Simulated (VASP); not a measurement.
Write the native input for VASP 6.6.1 that does the following.

```yaml
Task: single point
Functional: LDA
Potentials_or_basis: VASP PAW LDA potentials, release 64 (Hf_pv, N)
Cutoff: 520 eV
k_mesh: 14 × 14 × 10
Occupations: gaussian, width 0.15 eV
Spin: no spin polarisation
Dipole_correction: no
Further_INCAR_settings: ALGO = Normal; EDIFF = 1e-06; NBANDS = 23
```

The structure of HfN lies in POSCAR:

```
HfN
1.0
    0.0000000000     -2.2339756809     -2.2339756809
    0.0000000000      2.2339756809     -2.2339756809
    4.4679513618      0.0000000000      0.0000000000
Hf N
2 2
Direct
    0.5147328964      0.4852671036      0.5000000000
   -0.0147328964      0.0147328964      0.0000000000
    0.5067364756      0.4932635244      0.0000000000
   -0.0067364756      0.0067364756      0.5000000000
```

This cell differs from its parent crystal: atoms displaced along a vibrational mode.

One way to write it, as run:

INCAR

```
ALGO = Normal
EDIFF = 1E-6
ENCUT = 520
GGA = CA
ISIF = 2
ISMEAR = 0
LASPH = T
LCHARG = F
LREAL = F
LWAVE = F
NBANDS = 23
NELM = 100
PREC = Accurate
SIGMA = 0.15
```

KPOINTS

```
k-points
0
Gamma
  14 14 10
```

Potentials or basis: VASP PAW LDA potentials, release 64 (Hf_pv, N).

Launch:

```console
$ cat potpaw_LDA.64/Hf_pv/POTCAR potpaw_LDA.64/N/POTCAR > POTCAR
$ mpirun -np 1 vasp_std > vasp.out
```

It gave:

```json
{
  "Pressure": "0.5 GPa",
  "Largest force": "1.471 eV/Å",
  "Band gap on the k mesh": "zero (bands 15 and 16 overlap by 6.93 eV)"
}
```

Caveat: the cell differs from its parent crystal (atoms displaced along a vibrational mode); spin-orbit coupling is left out, which moves the levels of the heavy elements; forces of over 1 eV/Å act on the atoms, so gaps and moduli don't describe the material at rest.

Run time: 4.5 min on 1 thread of Intel Xeon 8259CL, on a shared host, peak memory 0.39 GiB.
